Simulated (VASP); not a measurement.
Sn:

```
CELL_PARAMETERS angstrom
-2.94014 2.94014 1.59930
2.94014 -2.94014 1.59930
2.94014 2.94014 -1.59930
ATOMIC_POSITIONS crystal
Sn 0.00000 0.00000 0.00000
Sn 0.75000 0.25000 0.50000
```

```yaml
Program: VASP 6.6.1
Task: relaxation of cell and atoms
Functional: LDA
Potentials_or_basis: VASP PAW LDA potentials, release 64 (Sn_d)
Cutoff: 600 eV
k_mesh: 9 × 9 × 9
Occupations: fermi-dirac, width 0.05 eV
Spin: no spin polarisation
```

At the start: pressure -2.8 GPa; volume 27.65 Å³/atom.

Problem. Where does the relaxation end?

Solution. Over 10 steps the energy falls by 13.4 meV/atom and the volume is 26.21 Å³/atom (-5.2 %); space group I4_1/amd (No. 141, to 0.05 Å).

The path:
| step | energy change (eV) | largest force (eV/Å) | pressure (GPa) | volume (Å³) |
| --- | --- | --- | --- | --- |
| 1 | 0.0000 | 0.0000 | -2.82 | 55.30 |
| 2 | -0.0235 | 0.0000 | 1.13 | 51.50 |
| 3 | -0.0266 | 0.0000 | 0.01 | 52.42 |
| 4 | -0.0266 | 0.0000 | 0.09 | 52.37 |
| 5 | -0.0268 | 0.0000 | 0.05 | 52.36 |
| 6 | -0.0268 | 0.0000 | 0.06 | 52.36 |
| 7 | -0.0268 | 0.0000 | 0.05 | 52.36 |
| 8 | -0.0268 | 0.0000 | 0.07 | 52.36 |
| 9 | -0.0269 | 0.0000 | -0.07 | 52.45 |
| 10 | -0.0269 | 0.0000 | 0.02 | 52.42 |

Final structure:
```yaml
crystal:
  lattice:
    - [-2.89500, 2.89500, 1.56357]
    - [2.89500, -2.89500, 1.56357]
    - [2.89500, 2.89500, -1.56357]
  atoms:
    - { symbol: Sn, position: [0.00000, 0.00000, 0.00000] }
    - { symbol: Sn, position: [0.75000, 0.25000, 0.50000] }
```
